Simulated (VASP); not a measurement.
# Cu: single point with PBEsol

Crystal: Cu.

```xyz
4
Lattice="2.5202 0.0000 0.0000 -1.2601 2.1826 0.0000 0.0000 0.0000 8.2295" Properties=species:S:1:pos:R:3 pbc="T T T"
Cu    0.0000    0.0000    0.0000
Cu    0.0000    1.4551    2.0574
Cu    0.0000    0.0000    4.1148
Cu    1.2601    0.7275    6.1722
```

This isn't the form of Cu at room conditions, which is fcc.

```json
{
  "Program": "VASP 6.6.1",
  "Task": "single point",
  "Functional": "PBEsol",
  "Potentials or basis": "VASP PAW PBE potentials, release 64 (Cu)",
  "Cutoff": "520 eV",
  "k mesh": "20 × 20 × 6",
  "Occupations": "methfessel-paxton, width 0.1 eV",
  "Spin": "no spin polarisation"
}
```

| Quantity | Value |
| --- | --- |
| Pressure | 0.7 GPa |
| Band gap on the k mesh | zero (bands 22 and 23 overlap by 4.91 eV) |

Stress tensor (GPa, compression positive):
```
0.68 0.00 0.00
0.00 0.68 0.00
0.00 0.00 0.80
```

Levels at points of the mesh, in eV from the Fermi level:
```csv
k point,band 19,band 20,band 21,band 22,band 23,band 24,band 25,band 26
"(0.00, 0.00, 0.00)",-2.16,-1.99,-1.99,-1.69,-1.69,-1.15,3.98,12.80
"(0.50, 0.00, 0.00)",-1.55,-1.53,-0.71,0.34,1.00,1.58,4.80,4.81
"(0.00, 0.00, 0.50)",-2.29,-2.29,-1.81,-1.81,-1.81,-1.81,7.14,7.14
"(0.50, 0.00, 0.50)",-1.55,-1.55,0.03,0.03,1.37,1.37,5.29,5.29
```

It took 3.8 min on 1 thread of AMD EPYC 7R13 (shared host), peak memory 0.26 GiB.

Caveat: the PAW data sets were made with another functional, which shifts forces and pressure a little.
